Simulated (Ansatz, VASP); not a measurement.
**MoS2 in VASP and in Ansatz**

INCAR

```
SYSTEM = MoS2
PREC = Accurate ; ENCUT = 520
EDIFF = 1E-6 ; ISMEAR = 0
SIGMA = 0.05 ; LREAL = .False.
LASPH = .True. ; NELM = 150
ALGO = Normal ; ISIF = 2
LWAVE = .False. ; LCHARG = .False.
ISPIN = 2 ; MAGMOM = 2 0 0
LORBIT = 11 ; LMAXMIX = 4
LDAU = .True. ; LDAUTYPE = 1
LDAUL = 2 -1 ; LDAUU = 5 0
LDAUJ = 0.5 0 ; LDAUPRINT = 1
NBANDS = 24
```

KPOINTS

```
Automatic mesh
0
Gamma
  6 6 4
  0 0 0
```

File POSCAR:

```
MoS2
1.0
    3.5639467600      0.0000000000      0.0000000000
   -1.7819733800      3.0864684300      0.0000000000
    0.0000000000      0.0000000000      5.7493858200
Mo S
1 2
Direct
    0.0000000000      0.0000000000      0.0000000000
    0.3333333333      0.6666666667      0.2520000000
    0.6666666667      0.3333333333      0.7480000000
```

Input for Ansatz:

```yaml
crystal:
  lattice:
    - [3.56394676, 0.0, 0.0]
    - [-1.78197338, 3.08646843, 0.0]
    - [0.0, 0.0, 5.74938582]
  atoms:
    - { symbol: Mo, position: [0.0, 0.0, 0.0], spin: 2.0 }
    - { symbol: S, position: [0.3333333333, 0.6666666667, 0.252] }
    - { symbol: S, position: [0.6666666667, 0.3333333333, 0.748] }
basis:
  ecutwfc: 420
  ecutrho_ratio: 4
kpoints:
  mp_grid: { grid: [6, 6, 4] }
hamiltonian:
  xc: lda
  hubbard: { sites: [{ site: 0, l: d, u: 5.0, j: 0.5 }] }
scf:
  occupations: { method: gaussian, width: 0.05 }
  lower_state_search: "off"
  max_iter: 150
output:
  forces: true
  stress: true
  eigenvalues: true
  populations: true
  hubbard: { sites: [{ site: 0, l: d }] }
magnetization:
  spin_polarized: true
```

Alike in both runs: task single point; functional LDA; k mesh 6 × 6 × 4; occupations gaussian, width 0.05 eV; collinear spin; Hubbard terms Mo d U = 5.0 eV, J = 0.5 eV.

|  | VASP | Ansatz |
| --- | --- | --- |
| version | VASP 6.6.1 | Ansatz 0.2.0 |
| potentials or method | VASP PAW LDA potentials, release 64 (Mo_sv, S), cutoff 520 eV | scalar-relativistic, plane waves, PAW |
| valence electrons in the cell | 26 | 26 |

```csv
,VASP,Ansatz,Ansatz less VASP
gap on the k mesh at the Fermi level (eV),none,none,-
pressure (GPa),-7.7,-7.0,+0.67
"traceless stress, the component that is largest in VASP (GPa)",-1.09,-1.99,-0.891
rms of the force components (eV/Å),0.354,0.304,-0.0496
net moment per atom (μB),0.67,0.67,+0.004
size of the moment on the site where the two differ most (μB),2.16,1.93,-0.229
```

LDA's correlation is that of Perdew and Zunger in VASP and of Perdew and Wang (1992) in Ansatz. Site moments also hang on the region over which each program counts them. The programs project onto different local orbitals, so the same U acts differently, and such runs can settle in different states. Atom by atom the forces differ by 0.050 eV/Å (rms over components). A gap of «none» marks a metal or a gap that the smearing closes. Ansatz's warnings: filled band counts differ across k points.
